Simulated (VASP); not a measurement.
Wanted: the native input for a VASP 6.6.1 run.

```
Task                   : relaxation of cell and atoms
Functional             : PBE
Potentials or basis    : VASP PAW PBE potentials, release 64 (Al)
Cutoff                 : 600 eV
k mesh                 : 18 × 18 × 18
Occupations            : fermi-dirac, width 0.15 eV
Spin                   : no spin polarisation
Dipole correction      : no
Further INCAR settings : ALGO = Fast; EDIFF = 1e-07; IBRION = 2; EDIFFG = -0.001; NSW = 80; ISIF = 3
```

The structure of Al lies in POSCAR:

```
Al
1.0
    0.0000000000      2.0207284190      2.0207284190
    2.0207284190      0.0000000000      2.0207284190
    2.0207284190      2.0207284190      0.0000000000
Al
1
Direct
    0.0000000000      0.0000000000      0.0000000000
```

One way to write it, as run:

INCAR

```
SYSTEM = Al
ALGO = Fast ; EDIFF = 1E-7
EDIFFG = -0.001 ; ENCUT = 600
GGA = PE ; IBRION = 2
ISIF = 3 ; ISMEAR = -1
LASPH = .True. ; LCHARG = .False.
LREAL = .False. ; LWAVE = .False.
NELM = 80 ; NSW = 80
PREC = Accurate ; SIGMA = 0.15
```

KPOINTS

```
k-points
0
Gamma
  18 18 18
  0 0 0
```

Potentials or basis: VASP PAW PBE potentials, release 64 (Al).

The run is started by

```console
$ cat potpaw_PBE.64/Al/POTCAR > POTCAR
$ mpirun -np 1 vasp_std > vasp.out
```

Results of the run:

```yaml
Pressure_after_relaxing: 0.0 GPa
```

Caveat: the relaxation stopped at its first step, so nothing moved.

It took 9.5 s on 1 thread of Intel(R) Xeon(R) Platinum 8375C CPU @ 2.90GHz (Ice Lake), with other jobs on the host, peak memory 0.14 GiB.
